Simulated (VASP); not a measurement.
# Zr (Im-3m) in VASP: density of states with PBE

Aim: the density of states of Zr with PBE.

Program: VASP 6.6.1. These are calculated values, not measurements. Logs are shortened: lines on timing, memory, paths and dates and some standing lists are left out, and cuts for length are marked.

### Step 1. The cell of the first run

It takes space group Im-3m (No. 229, cubic). Conventional cell: a = 3.620 Å, b = 3.620 Å, c = 3.620 Å, α = 90.00°, β = 90.00°, γ = 90.00°. Zr (site symmetry m-3m) has 14 Zr at 3.14 to 3.62 Å within 4.1 Å.

### Step 2. Density of states, PBE

The input, POSCAR:

```
Zr
1.0
   -1.8100000000      1.8100000000      1.8100000000
    1.8100000000     -1.8100000000      1.8100000000
    1.8100000000      1.8100000000     -1.8100000000
Zr
1
Direct
    0.0000000000      0.0000000000      0.0000000000
```

The input, INCAR.step1:

```
SYSTEM = Zr
  ALGO = Normal
  EDIFF = 1E-6
  ENCUT = 520
  GGA = PE
  ISIF = 2
  ISMEAR = -1
  LASPH = .True.
  LCHARG = .True.
  LMAXMIX = 4
  LREAL = .False.
  LWAVE = .False.
  NBANDS = 12
  NELM = 80
  PREC = Accurate
  SIGMA = 0.1
```

The input, KPOINTS.step1:

```
k-points
0
Gamma
  13 13 13
  0 0 0
```

The input, INCAR.step2:

```
SYSTEM = Zr
  ALGO = Normal
  EDIFF = 1E-6
  ENCUT = 520
  GGA = PE
  ICHARG = 11
  ISIF = 2
  ISMEAR = -5
  LASPH = .True.
  LCHARG = .False.
  LMAXMIX = 4
  LORBIT = 11
  LREAL = .False.
  LWAVE = .False.
  NEDOS = 1001
  NELM = 80
  PREC = Accurate
  SIGMA = 0.1
```

The input, KPOINTS.step2:

```
k-points
0
Gamma
  20 20 20
  0 0 0
```

Potentials or basis: VASP PAW PBE potentials, release 64 (Zr_sv).

The run is started by

```
$ cat potpaw_PBE.64/Zr_sv/POTCAR > POTCAR
$ cp INCAR.step1 INCAR
$ cp KPOINTS.step1 KPOINTS
$ mpirun -np 1 vasp_std > vasp.out
$ cp INCAR.step2 INCAR
$ cp KPOINTS.step2 KPOINTS
$ mpirun -np 1 vasp_std > vasp.out
```

OUTCAR:

```text
SYSTEM = Zr
   EDIFF = 1E-6
   ENCUT = 520
   GGA = PE
   ICHARG = 11
   ISIF = 2
   ISMEAR = -5
   LASPH = .True.
   LORBIT = 11
   LREAL = .False.
   NELM = 80
   PREC = Accurate

 ion  position               nearest neighbor table
   1  0.000  0.000  0.000-

  LATTYP: Found a body centered cubic cell.
 ALAT       =     3.6200000000

  Lattice vectors:

 A1 = (  -1.8100000000,   1.8100000000,   1.8100000000)
 A2 = (   1.8100000000,  -1.8100000000,   1.8100000000)
 A3 = (   1.8100000000,   1.8100000000,  -1.8100000000)

Analysis of symmetry for initial positions (statically):
=====================================================================
 Subroutine PRICEL returns:
 Original cell was already a primitive cell.

 Routine SETGRP: Setting up the symmetry group for a
 body centered cubic supercell.

 Subroutine GETGRP returns: Found 48 space group operations
 (whereof 48 operations were pure point group operations)
 out of a pool of 48 trial point group operations.

The static configuration has the point symmetry O_h .

Analysis of symmetry for dynamics (positions and initial velocities):
=====================================================================
 Subroutine PRICEL returns:
 Original cell was already a primitive cell.

 Routine SETGRP: Setting up the symmetry group for a
 body centered cubic supercell.

 Subroutine GETGRP returns: Found 48 space group operations
 (whereof 48 operations were pure point group operations)
 out of a pool of 48 trial point group operations.

The dynamic configuration has the point symmetry O_h .

 Subroutine INISYM returns: Found 48 space group operations
 (whereof 48 operations are pure point group operations),
 and found     1 'primitive' translations

----------------------------------------------------------------------------------------

                                     Primitive cell

  volume of cell :      23.7190

  direct lattice vectors                    reciprocal lattice vectors
    -1.810000000  1.810000000  1.810000000     0.000000000  0.276243094  0.276243094
     1.810000000 -1.810000000  1.810000000     0.276243094  0.000000000  0.276243094
     1.810000000  1.810000000 -1.810000000     0.276243094  0.276243094  0.000000000

  length of vectors
     3.135011962  3.135011962  3.135011962     0.390666730  0.390666730  0.390666730

  position of ions in fractional coordinates (direct lattice)
     0.000000000  0.000000000  0.000000000

  ion indices of the primitive-cell ions
   primitive index   ion index
                 1           1

----------------------------------------------------------------------------------------

 KPOINTS: k-points

Automatic generation of k-mesh.
 Grid dimensions read from file:
 generate k-points for:   20   20   20

 Generating k-lattice:

  Cartesian coordinates                     Fractional coordinates (reciprocal lattice)
     0.000000000  0.013812155  0.013812155     0.050000000  0.000000000  0.000000000
     0.013812155  0.000000000  0.013812155     0.000000000  0.050000000  0.000000000
     0.013812155  0.013812155  0.000000000     0.000000000  0.000000000  0.050000000

  Length of vectors
     0.019533336  0.019533336  0.019533336

  Shift w.r.t. Gamma in fractional coordinates (k-lattice)
     0.000000000  0.000000000  0.000000000

 TETIRR: Found   9408 inequivalent tetrahedra from    48000

 Subroutine IBZKPT returns following result:
 ===========================================

 Found    256 irreducible k-points:

 Following reciprocal coordinates:
            Coordinates               Weight
  0.000000  0.000000  0.000000      1.000000
  0.050000  0.000000  0.000000     12.000000
  0.100000  0.000000  0.000000     12.000000
  0.150000  0.000000  0.000000     12.000000
  0.200000  0.000000  0.000000     12.000000
  0.250000  0.000000  0.000000     12.000000
[... 16 lines left out ...]
  0.200000  0.100000  0.000000     48.000000
  0.250000  0.100000  0.000000     48.000000
 [... further k-points ...]
   k-points           NKPTS =    256   k-points in BZ     NKDIM =    256   number of bands    NBANDS=     10
   number of dos      NEDOS =   1001   number of ions     NIONS =      1
   total plane-waves  NPLWV =  13824
   dimension x,y,z NGX =    24 NGY =   24 NGZ =   24
   dimension x,y,z NGXF=    48 NGYF=   48 NGZF=   48
   ions per type =               1
   NGX,Y,Z   is equivalent  to a cutoff of  12.73, 12.73, 12.73 a.u.
   NGXF,Y,Z  is equivalent  to a cutoff of  25.45, 25.45, 25.45 a.u.
 SYSTEM =  Zr
   PREC   = accura    normal or accurate (medium, high low for compatibility)
   ISTART =      0    job   : 0-new  1-cont  2-samecut
   ICHARG =     11    charge: 1-file 2-atom 10-const
   ISPIN  =      1    spin polarized calculation?
   LNONCOLLINEAR =      F non collinear calculations
   LSORBIT =      F    spin-orbit coupling
   LASPH  =      T    aspherical Exc in radial PAW
   ENCUT  =  520.0 eV  38.22 Ry    6.18 a.u.   5.83  5.83  5.83*2*pi/ulx,y,z
   NELM   =     80;   NELMIN=  2; NELMDL=  0     # of ELM steps
   EDIFF  = 0.1E-05   stopping-criterion for ELM
   LREAL  =      F    real-space projection
   EDIFFG = 0.1E-04   stopping-criterion for IOM
   NSW    =      0    number of steps for IOM
   IBRION =     -1    ionic relax: 0-MD 1-quasi-New 2-CG
   NFREE  =      0    steps in history (QN), initial steepest desc. (CG)
   ISIF   =      2    stress and relaxation
   ISYM   =      2    0-nonsym 1-usesym 2-fastsym
   POTIM  = 0.5000    time-step for ionic-motion
   TEBEG  =    0.0;   TEEND  =   0.0 temperature during run
   PSTRESS=    0.0 pullay stress
   NELECT =      12.0000    total number of electrons
   NUPDOWN=      -1.0000    fix difference up-down
   EMIN   =  10.00;   EMAX   =-10.00  energy-range for DOS
   EFERMI =   0.00;   METHOD = LEGACY
   ISMEAR =    -5;   SIGMA  =   0.10  broadening in eV -4-tet -1-fermi 0-gaus
   EFERMI_NEDOS =   21; number of points for ismear=-14 and -15
   IALGO  =     38    algorithm
   IMIX   =      4    mixing-type and parameters
     AMIX     =   0.40;   BMIX     =  1.00
     AMIX_MAG =   1.60;   BMIX_MAG =  1.00
  volume/ion in A,a.u.               =      23.72       160.06
  Fermi-wavevector in a.u.,A,eV,Ry     =   1.304478  2.465105 23.152520  1.701662
  Thomas-Fermi vector in A             =   2.435411
   LORBIT       =     11    0 simple, 1 ext, 2 COOP (PROOUT), +10 PAW based schemes
   GGA     = PE    functional components
   LHFCALC =     F    Hartree Fock is set to
   AEXX    =    0.0000 exact exchange contribution
   IVDW    =     0    specifies the selected vdW correction
   LEPSILON=     F    determine dielectric tensor
   LRPA    =     F    only Hartree local field effects (RPA)
 non-spin polarized calculation
 Fermi weights with tetrahedron method with Bloechl corrections
  energy-cutoff  :      520.00
  volume of cell :       23.72
 maximum number of plane-waves:       682

 number of electron      12.0000000 magnetization

 Free energy of the ion-electron system (eV)
  ---------------------------------------------------
  ext. energy  EPLUGINS =         0.00000000
  ---------------------------------------------------
  free energy    TOTEN  =        -8.42736373 eV

  energy without entropy =       -8.42736373  energy(sigma->0) =       -8.42736373

 E-fermi :   8.5099     XC(G=0): -10.9925

 val. band max:        8.6157567455   @ k =   0.5000   0.5000   0.1500
 cond. band min:       8.5048620586   @ k =   0.2000   0.1000   0.0500
 fundamental gap:     -0.1108946870
 Fermi energy:         8.5099238840

 k-point     1 :       0.0000    0.0000    0.0000
  band No.  band energies     occupation
      1     -40.0245      2.00000
      2     -17.5633      2.00000
      3     -17.5633      2.00000
      4     -17.5633      2.00000
      5       3.1711      2.00000
      6       9.6213      0.00000
      7       9.6213      0.00000
      8       9.6213      0.00000
      9      12.0411      0.00000
     10      12.0411      0.00000

 k-point     2 :       0.0500    0.0000    0.0000
  band No.  band energies     occupation
      1     -40.0212      2.00000
      2     -17.5871      2.00000
      3     -17.5706      2.00000
      4     -17.5635      2.00000
      5       3.2549      2.00000
      6       9.5651      0.00000
      7       9.6042      0.00000
      8       9.7017      0.00000
      9      11.9512      0.00000
     10      12.0404      0.00000

 k-point     3 :       0.1000    0.0000    0.0000
  band No.  band energies     occupation
      1     -40.0114      2.00000
      2     -17.6556      2.00000
      3     -17.5917      2.00000
      4     -17.5639      2.00000
      5       3.4996      2.00000
      6       9.4078      0.00000
      7       9.5362      0.00000
      8       9.9408      0.00000
      9      11.7479      0.00000
     10      12.0421      0.00000

 k-point     4 :       0.1500    0.0000    0.0000
  band No.  band energies     occupation
      1     -39.9961      2.00000
      2     -17.7609      2.00000
      3     -17.6244      2.00000
      4     -17.5646      2.00000
      5       3.8839      2.00000
      6       9.1780      0.00000
      7       9.3838      0.00000
      8      10.3323      0.00000
      9      11.5731      0.00000
     10      12.0564      0.00000
[... 222 lines left out ...]
 k-point    22 :       0.1500    0.1000    0.0000
  band No.  band energies     occupation
      1     -39.9690      2.00000
      2     -17.9338      2.00000
      3     -17.6635      2.00000
      4     -17.5929      2.00000
      5       4.5802      2.00000
      6       8.8791     -0.01534
      7       8.9551     -0.00114
      8      11.1629      0.00000
      9      11.3234      0.00000
     10      12.2816      0.00000

 k-point    23 :       0.2000    0.1000    0.0000
  band No.  band energies     occupation
      1     -39.9484      2.00000
      2     -18.0586      2.00000
      3     -17.7131      2.00000
      4     -17.5964      2.00000
      5       5.0972      2.00000
      6       8.6047      0.24935
      7       8.7544     -0.02523
      8      11.3627      0.00000
      9      11.8452      0.00000
     10      12.3908      0.00000

 k-point    24 :       0.2500    0.1000    0.0000
  band No.  band energies     occupation
      1     -39.9278      2.00000
      2     -18.1801      2.00000
      3     -17.7645      2.00000
      4     -17.5988      2.00000
      5       5.5639      2.00000
      6       8.3631      2.01340
      7       8.6647     -0.01661
      8      11.5121      0.00000
      9      12.4845      0.00000
     10      12.6128      0.00000

 [... further k-points ...]

------------------------ aborting loop because EDIFF is reached ----------------------------------------

  FORCE on cell =-STRESS in cart. coord.  units (eV):
  Direction    XX          YY          ZZ          XY          YZ          ZX
  --------------------------------------------------------------------------------------
  -------------------------------------------------------------------------------------
  Total       -0.4890366     -0.4890366     -0.4890366      0.0000000     -0.0000000      0.0000000
  in kB      -33.0336261    -33.0336261    -33.0336261      0.0000000     -0.0000000      0.0000000
  external PRESSURE =     -33.0336261 kB  Pullay stress =       0.0000000 kB

 VOLUME and BASIS-vectors are now :
 -----------------------------------------------------------------------------
  energy-cutoff  :      520.00
  volume of cell :       23.72
      direct lattice vectors                 reciprocal lattice vectors
    -1.810000000  1.810000000  1.810000000     0.000000000  0.276243094  0.276243094
     1.810000000 -1.810000000  1.810000000     0.276243094  0.000000000  0.276243094
     1.810000000  1.810000000 -1.810000000     0.276243094  0.276243094  0.000000000

 POSITION                                       TOTAL-FORCE (eV/Angst)
 -----------------------------------------------------------------------------------
      0.00000      0.00000      0.00000        -0.000000      0.000000     -0.000000
 -----------------------------------------------------------------------------------
    total drift:                               -0.000000      0.000000      0.000000

  FREE ENERGIE OF THE ION-ELECTRON SYSTEM (eV)
  ---------------------------------------------------
  free  energy   TOTEN  =        -8.4273637259 eV

  energy  without entropy=       -8.4273637259  energy(sigma->0) =       -8.42736373

 total charge

# of ion       s       p       d       tot
------------------------------------------
    1        2.221   5.947   1.661   9.829
```

Run time: 17 s. Hardware: 1 thread of Intel Xeon 6975P-C (Granite Rapids), shared host; peak memory 0.19 GiB.

Results:

| Item | Value |
| --- | --- |
| Valence electrons inside the program's atomic spheres | Zr 9.83 |

Levels at points of the mesh, in eV from the Fermi level:
```
           k point  band 3  band 4  band 5  band 6  band 7  band 8  band 9  band 10
(0.00, 0.00, 0.00)  -26.07  -26.07   -5.34    1.11    1.11    1.11    3.53     3.53
(0.50, 0.00, 0.00)  -26.36  -26.08   -2.73   -0.63    1.52    3.51    4.17     6.16
(0.50, 0.50, 0.50)  -26.70  -26.70   -2.46   -2.46    5.51    5.51    5.51     7.26
```

Caveat: tetrahedron occupations give inexact forces and stress in metals.
